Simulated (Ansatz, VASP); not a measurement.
**One calculation of CdI4, two programs**

INCAR

```
  ALGO = Normal
  EDIFF = 1E-6
  EDIFFG = -0.04
  ENCUT = 600
  GGA = PE
  IBRION = 2
  ISIF = 3
  ISMEAR = 0
  LASPH = True
  LCHARG = False
  LREAL = False
  LWAVE = False
  NELM = 100
  NSW = 90
  PREC = Accurate
  SIGMA = 0.1
```

KPOINTS

```
k-points
0
Gamma
  4 4 4
```

The input POSCAR:

```
CdI4
1.0
    6.0782996800      0.0000000000      0.0000000000
    0.0000000000      6.0782996800      0.0000000000
    0.0000000000      0.0000000000      6.0782996800
Cd I
1 4
Direct
    0.5000000000      0.5000000000      0.5000000000
    0.5000000000      0.0000000000      0.0000000000
    0.0000000000      0.5000000000      0.0000000000
    0.0000000000      0.0000000000      0.5000000000
    0.0000000000      0.0000000000      0.0000000000
```

Input for Ansatz:

```yaml
crystal:
  lattice:
    - [6.07829968, 0.0, 0.0]
    - [0.0, 6.07829968, 0.0]
    - [0.0, 0.0, 6.07829968]
  atoms:
    - { symbol: Cd, position: [0.5, 0.5, 0.5] }
    - { symbol: I, position: [0.5, 0.0, 0.0] }
    - { symbol: I, position: [0.0, 0.5, 0.0] }
    - { symbol: I, position: [0.0, 0.0, 0.5] }
    - { symbol: I, position: [0.0, 0.0, 0.0] }
basis:
  ecutwfc: 420
kpoints:
  mp_grid: { grid: [4, 4, 4] }
hamiltonian:
  xc: pbe
scf:
  occupations: { method: gaussian, width: 0.1 }
  lower_state_search: "off"
output:
  forces: true
  stress: true
  eigenvalues: true
relax:
  adjacent_minimum: "off"
  f_tol: 0.04
  max_steps: 70
  cell: { stress_tol: 0.4 }
```

Alike in both runs: task relaxation of cell and atoms; functional PBE; k mesh 4 × 4 × 4; occupations gaussian, width 0.1 eV; no spin polarisation.

|  | VASP | Ansatz |
| --- | --- | --- |
| version | VASP 6.6.1 | Ansatz 0.2.0 |
| potentials or method | VASP PAW PBE potentials, release 64 (Cd, I), cutoff 600 eV | scalar-relativistic, plane waves, PAW |
| valence electrons in the cell | 40 | 88 |

|  | VASP | Ansatz | Ansatz less VASP |
| --- | --- | --- | --- |
| gap on the k mesh at the Fermi level, each at its own relaxed structure (eV) | none | none | - |
| relaxed volume (Å³/atom) | 48.77 | 48.44 | -0.333 |
| relaxed cell length with the largest relative difference (Å) | 6.248 | 6.233 | -0.0142 |

A gap of «none» marks a metal or a gap that the smearing closes. VASP's potentials hold 40 valence electrons a cell and Ansatz's 88, so a difference there can come from the potentials and not from the codes.

Neither program's run includes spin-orbit coupling.
